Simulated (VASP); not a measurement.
# C in VASP: notebook, part 2 of 2

VASP 6.6.1. Earlier steps stand in the parts before.

## Step 4: Relaxation of cell and atoms, PBE

INCAR reads:

```
PREC = Accurate
ENCUT = 600
EDIFF = 1E-6
ISMEAR = 0
SIGMA = 0.1
LREAL = F
LASPH = T
NELM = 100
ALGO = Normal
ISIF = 3
LWAVE = F
LCHARG = F
GGA = PE
IBRION = 2
NSW = 90
EDIFFG = -0.04
```

KPOINTS reads:

```
regular mesh
0
Gamma
  8 8 8
```

POSCAR reads:

```
C
1.0
    0.0000000000      2.3007846000      2.3264946500
    1.8812766300      0.0000000000      2.3264946500
    1.8812766300      2.3007846000      0.0000000000
C
3
Direct
    0.2500000000      0.2500000000      0.2500000000
    0.7500000000      0.7500000000      0.7500000000
    0.5000000000      0.5000000000      0.5000000000
```

The run is started by

```sh
$ cat potpaw_PBE.64/C/POTCAR > POTCAR
$ mpirun -np 1 vasp_std > vasp.out
```

It took 4.3 min on 1 thread of Intel Xeon 6975P-C (Granite Rapids), shared host; peak memory 0.15 GiB.

The run converged. Its results:

```yaml
Free_energy: -18.7325 eV
Relaxed_volume: 8.39 Å³/atom
Relaxed_cell: a = 4.383 Å, b = 3.373 Å, c = 3.357 Å, α = 81.27°, β = 49.53°, γ = 49.20°
Space_group_after_relaxing_to_0.1_Å: I4/mmm (No. 139)
Energy_gained_by_relaxing: 755.7 meV/atom
Ionic_steps: 36
Pressure_after_relaxing: 0.1 GPa
Band_gap_on_the_k_mesh: zero (bands 6 and 7 overlap by 3.85 eV)
```

Stress tensor (GPa, compression positive):
```
0.17 0.00 0.00
0.00 0.01 0.00
0.00 0.00 0.04
```

The path:
```
step  energy change (eV)  largest force (eV/Å)  pressure (GPa)  volume (Å³)
   1              0.0000                0.0000           -4.71        20.14
   2             -0.3482                0.0000           -5.35        19.51
   3             -1.6303                0.0000           52.77        17.01
   4             -1.2779                0.0000            6.93        18.12
   5             -1.6724                0.0000           26.27        17.48
   6             -1.7022                0.0000           38.01        17.25
   7             -1.7810                0.0000           42.47        17.63
   8             -1.7808                0.0000           42.80        17.65
   9             -1.9610                0.0000           26.36        18.53
  10             -2.1031                0.0000           -0.20        20.41
  11             -2.1038                0.0000           -1.64        20.54
  12             -2.1155                0.0000           -0.89        20.69
  13             -2.1225                0.0000           -0.12        20.87
  14             -2.1396                0.0000            3.42        21.23
  15             -2.1650                0.0000            7.69        21.93
  16             -2.1661                0.0000            6.98        21.81
  17             -2.1748                0.0000            4.19        22.22
  18             -2.1782                0.0000            2.00        22.59
  19             -2.1835                0.0000           -1.89        23.33
  20             -2.1864                0.0000           -9.02        24.85
  21             -2.1892                0.0000           -9.37        24.97
  22             -2.1986                0.0000          -10.31        25.35
  23             -2.2096                0.0000          -11.76        26.12
  24             -2.2179                0.0000          -10.99        26.13
  25             -2.2368                0.0000           -8.61        26.15
  26             -2.2446                0.0000           -3.53        26.18
  27             -2.2467                0.0000           -5.26        26.17
  28             -2.2488                0.0000           -4.93        26.10
  29             -2.2544                0.0000           -3.92        25.90
  30             -2.2617                0.0000           -1.82        25.51
  31             -2.2610                0.0000            2.63        24.73
  32             -2.2639                0.0000            0.22        25.14
  33             -2.2642                0.0000            0.22        25.14
  34             -2.2650                0.0000            0.19        25.15
  35             -2.2662                0.0000            0.15        25.16
  36             -2.2672                0.0000            0.07        25.18
```

Final structure:
```xyz
3
Lattice="0.0000 3.0900 3.1084 1.3108 0.0000 3.1084 1.3108 3.0900 0.0000" Properties=species:S:1:pos:R:3 pbc="T T T"
C     0.6554    1.5450    1.5542
C     1.9661    4.6350    4.6626
C     1.3108    3.0900    3.1084
```

Levels at points of the mesh, in eV from the Fermi level:
| k point | band 3 | band 4 | band 5 | band 6 | band 7 | band 8 | band 9 | band 10 |
| --- | --- | --- | --- | --- | --- | --- | --- | --- |
| (0.00, 0.00, 0.00) | -8.31 | -6.71 | -6.63 | 2.29 | 2.32 | 2.72 | 6.92 | 8.03 |
| (0.50, 0.00, 0.00) | -8.53 | -4.47 | -4.42 | -1.93 | 0.12 | 0.36 | 1.86 | 5.16 |
| (0.50, 0.50, 0.00) | -10.33 | -5.42 | -2.85 | -0.63 | -0.39 | 1.93 | 5.67 | 9.52 |
| (0.50, 0.00, 0.50) | -10.33 | -5.46 | -2.90 | -0.69 | -0.44 | 1.92 | 5.64 | 9.54 |
| (0.00, 0.50, 0.50) | -9.53 | -9.35 | -9.33 | 0.97 | 3.48 | 3.49 | 9.24 | 9.27 |

Caveat: the volume moved by over 15 % at a fixed basis, so the end points are rough.

## Step 5: Single point, PBE, collinear spin

This run uses another cell than the first one, of 8.95 Å³/atom.

INCAR reads:

```
ALGO = Normal
EDIFF = 1E-6
ENCUT = 520
GGA = PE
ISIF = 2
ISMEAR = 0
ISPIN = 2
LASPH = T
LCHARG = F
LORBIT = 11
LREAL = F
LWAVE = F
MAGMOM = 1 1 1
NBANDS = 17
NELM = 150
PREC = Accurate
SIGMA = 0.1
```

KPOINTS reads:

```
k-points
0
Gamma
  8 8 8
```

POSCAR reads:

```
C
1.0
   -2.2648416726      2.2648416726      1.3081487397
    2.2648416726     -2.2648416726      1.3081487397
    2.2648416726      2.2648416726     -1.3081487397
C
3
Direct
    0.7500000000      0.2500000000      0.5000000000
    0.2500000000      0.7500000000      0.5000000000
    0.5000000000      0.5000000000      0.0000000000
```

The run is started by

```sh
$ cat potpaw_PBE.64/C/POTCAR > POTCAR
$ mpirun -np 1 vasp_std > vasp.out
```

Run time: 64 s. Hardware: 1 thread of Intel Xeon 6975P-C (Granite Rapids), shared host; peak memory 0.17 GiB.

It converged, with:

| Item | Value |
| --- | --- |
| Free energy | -18.8703 eV |
| Pressure | -0.1 GPa |
| Band gap on the k mesh | zero (filled and empty bands overlap) |
| Net moment | 0.00 μB per cell |
| Valence electrons inside the program's atomic spheres | C 2.61, 2.02 (each value once) |

Stress tensor (GPa, compression positive):
```
 0.10  0.00  0.00
 0.00  0.10  0.00
 0.00  0.00 -0.41
```

Levels at points of the mesh, in eV from the Fermi level:
Spin up:
```tsv
k point	band 4	band 5	band 6	band 7	band 8	band 9
(0.00, 0.00, 0.00)	-6.45	-6.45	2.03	2.03	2.98	6.84
(0.50, 0.00, 0.00)	-4.05	-3.88	-1.64	0.18	0.20	1.64
(0.50, 0.50, 0.00)	-5.41	-3.27	-0.75	-0.38	2.38	6.07
(0.50, 0.50, 0.50)	-8.78	-8.78	1.62	2.95	2.95	7.60
```
Spin down:
```
           k point  band 2  band 3  band 4  band 5  band 6  band 7  band 8  band 9  band 10  band 11
(0.00, 0.00, 0.00)  -10.01   -8.53   -6.45   -6.45    2.02    2.02    2.98    6.84     6.97     8.48
(0.50, 0.00, 0.00)  -14.63   -8.25   -4.05   -3.89   -1.64    0.18    0.20    1.64     4.65    11.19
(0.50, 0.50, 0.00)  -12.12  -10.10   -5.41   -3.27   -0.75   -0.38    2.38    6.07     9.66     9.70
(0.50, 0.50, 0.50)  -10.46   -9.42   -8.78   -8.78    1.62    2.95    2.95    7.60     9.47     9.47
```

## Step 6: Summary

```tsv
task	spin	cell	cutoff (eV)	gap on the mesh (eV)	pressure (GPa)
single point	off	a = 3.272, b = 2.992, c = 2.972 Å, angles 66.5, 57.0, 56.4°, 3 atoms, atomic positions A	520	none	-4.4
single point	off	a = 4.530, b = 3.460, c = 3.459 Å, angles 81.8, 49.1, 49.1°, 3 atoms, atomic positions A	520	none	-0.1
relaxation of cell and atoms	off	relaxed from a = 3.272, b = 2.992, c = 2.972 Å, angles 66.5, 57.0, 56.4°, 3 atoms, atomic positions A	600	none	0.1
single point	collinear	a = 3.460 Å, angles 98.2, 98.2, 135.6°, 3 atoms, atomic positions B	520	none	-0.1
```

Alike in all rows: level PBE; potentials or basis VASP PAW PBE potentials, release 64 (C); k mesh 8 × 8 × 8; smearing gaussian 0.1 eV.

Caveats: the cell stands under tension (at least some runs); the volume moved by over 15 % at a fixed basis, so the end points are rough (at least some runs).

Total energies depend on the potentials used, so only differences within one code and one set of settings carry meaning.
